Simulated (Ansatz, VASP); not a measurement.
## Two plane-wave programs on Ir

```
Ir
1.0
     2.71888    0.00000    0.00000
    -1.35944    2.35462    0.00000
     0.00000    0.00000    4.40771
Ir
2
Direct
  0.33333 0.66667 0.25000
  0.66667 0.33333 0.75000
```

Alike in both runs: task single point; functional PBEsol; k mesh 6 × 6 × 4; occupations gaussian, width 0.1 eV; no spin polarisation.

```csv
,VASP,Ansatz
version,VASP 6.6.1,Ansatz 0.2.0
potentials or method,"VASP PAW PBE potentials, release 64 (Ir), cutoff 500 eV","scalar-relativistic, plane waves, PAW"
valence electrons in the cell,18,34
```

Ansatz gave:

```
gap on the k mesh at the Fermi level (eV)                     : none
pressure (GPa)                                                : 0.0
traceless stress, the component that is largest in VASP (GPa) : -4.31
```

Q: What did VASP give for the same quantities?

A: gap on the k mesh at the Fermi level (eV): none; pressure (GPa): 1.0; traceless stress, the component that is largest in VASP (GPa): -4.26.

VASP's potentials were made for PBE, not for PBEsol, and Ansatz warns of the same on its side. A gap of «none» marks a metal or a gap that the smearing closes. With one functional, cell and mesh, what is left measures potentials, basis and numerics. VASP's potentials hold 18 valence electrons a cell and Ansatz's 34, so a difference there can come from the potentials and not from the codes.

The k mesh is coarse, so the values compare programs but aren't converged. Spin-orbit coupling is off throughout.
